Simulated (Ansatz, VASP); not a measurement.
**BaS: VASP beside Ansatz**

Contents of INCAR:

```
SYSTEM = BaS
PREC = Accurate
ENCUT = 520
EDIFF = 1E-6
ISMEAR = 0
SIGMA = 0.012
LREAL = .False.
LASPH = .True.
NELM = 80
ALGO = Normal
ISIF = 2
LWAVE = .False.
LCHARG = .True.
GGA = PE
LELF = .True.
LVHAR = .True.
NBANDS = 15
```

File KPOINTS:

```
Automatic mesh
0
Gamma
  7 7 7
  0 0 0
```

The input POSCAR:

```
BaS
1.0
    0.0000000000      3.1937500000      3.1937500000
    3.1937500000      0.0000000000      3.1937500000
    3.1937500000      3.1937500000      0.0000000000
Ba S
1 1
Direct
    0.0000000000      0.0000000000      0.0000000000
    0.5000000000      0.5000000000      0.5000000000
```

Contents of input.yaml:

```yaml
crystal:
  lattice:
    - [0.0, 3.19375, 3.19375]
    - [3.19375, 0.0, 3.19375]
    - [3.19375, 3.19375, 0.0]
  atoms:
    - { symbol: Ba, position: [0.0, 0.0, 0.0] }
    - { symbol: S, position: [0.5, 0.5, 0.5] }
kpoints:
  mp_grid: { grid: [7, 7, 7] }
scf:
  occupations: { method: gaussian, width: 0.012 }
hamiltonian:
  xc: pbe
  pseudopotentials: { kind: all_electron, lapw: { basis_error: 0.001 } }
output:
  forces: true
  stress: true
  eigenvalues: true
```

Alike in both runs: task single point; functional PBE; k mesh 7 × 7 × 7; occupations gaussian, width 0.012 eV; no spin polarisation.

|  | VASP | Ansatz |
| --- | --- | --- |
| version | VASP 6.6.1 | Ansatz 0.2.0 |
| potentials or method | VASP PAW PBE potentials, release 64 (Ba_sv, S), cutoff 520 eV | all-electron LAPW, scalar-relativistic |

|  | VASP | Ansatz | Ansatz less VASP |
| --- | --- | --- | --- |
| gap on the k mesh at the Fermi level (eV) | 2.17 | 2.26 | +0.098 |
| least direct gap on the mesh (eV) | 2.31 | 2.38 | +0.066 |
| pressure (GPa) | 1.4 | 0.8 | -0.59 |

Ansatz ran all-electron here, and VASP with PAW potentials.

Neither program's run includes spin-orbit coupling.
